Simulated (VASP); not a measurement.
Al2Cu: single point with PBE

Al2Cu:

```
Al Cu
1.0
    -2.04463    1.99351    2.89123
     2.04463   -1.99351    2.89123
     2.04463    1.99351   -2.89123
Al Cu
2 1
Direct
  0.75000 0.25000 0.50000
  0.25000 0.75000 0.50000
  0.50000 0.50000 0.00000
```

This cell differs from its parent crystal: strain -0.0250 x Voigt [0, 1, 0, 0, 0, 0].

```json
{"Program": "VASP 6.6.1", "Task": "single point", "Functional": "PBE", "Potentials or basis": "VASP PAW PBE potentials, release 64 (Al, Cu)", "Cutoff": "520 eV", "k mesh": "16 × 16 × 16", "Occupations": "gaussian, width 0.15 eV", "Spin": "no spin polarisation", "Dipole correction": "no", "Further INCAR settings": "ALGO = Fast; EDIFF = 1e-06; NBANDS = 16"}
```

- Pressure: 2.8 GPa
- Largest force: 0.138 eV/Å
- Band gap on the k mesh: zero (an odd number of electrons rules out a gap without spin polarisation)

Forces on the atoms (eV/Å):
```
Al   0.000  0.000 -0.138
Al   0.000  0.000  0.138
Cu   0.000  0.000  0.000
```

Stress tensor (GPa, compression positive):
```
0.98 0.00 0.00
0.00 5.36 0.00
0.00 0.00 2.01
```

Levels at points of the mesh, in eV from the Fermi level:
| k point | band 6 | band 7 | band 8 | band 9 | band 10 | band 11 | band 12 | band 13 |
| --- | --- | --- | --- | --- | --- | --- | --- | --- |
| (0.00, 0.00, 0.00) | -4.02 | 2.72 | 2.83 | 2.83 | 3.01 | 3.06 | 3.11 | 4.35 |
| (0.50, 0.00, 0.00) | -3.97 | -3.96 | 0.52 | 0.56 | 2.85 | 2.87 | 3.73 | 4.32 |
| (0.00, 0.50, 0.00) | -3.97 | -3.96 | 0.60 | 0.79 | 2.88 | 3.09 | 4.01 | 4.53 |
| (0.50, 0.50, 0.00) | -3.88 | -3.74 | -2.07 | -1.97 | 0.31 | 1.53 | 9.00 | 10.47 |
| (0.50, 0.50, 0.50) | -3.87 | -3.78 | -2.12 | -1.75 | 0.42 | 1.64 | 9.03 | 10.70 |

It took 9.4 min on 1 thread of AMD EPYC 7R13 Processor (Zen 3) (shared host), peak memory 0.51 GiB.

Caveat: the cell differs from its parent crystal (strain -0.0250 x Voigt [0, 1, 0, 0, 0, 0]).
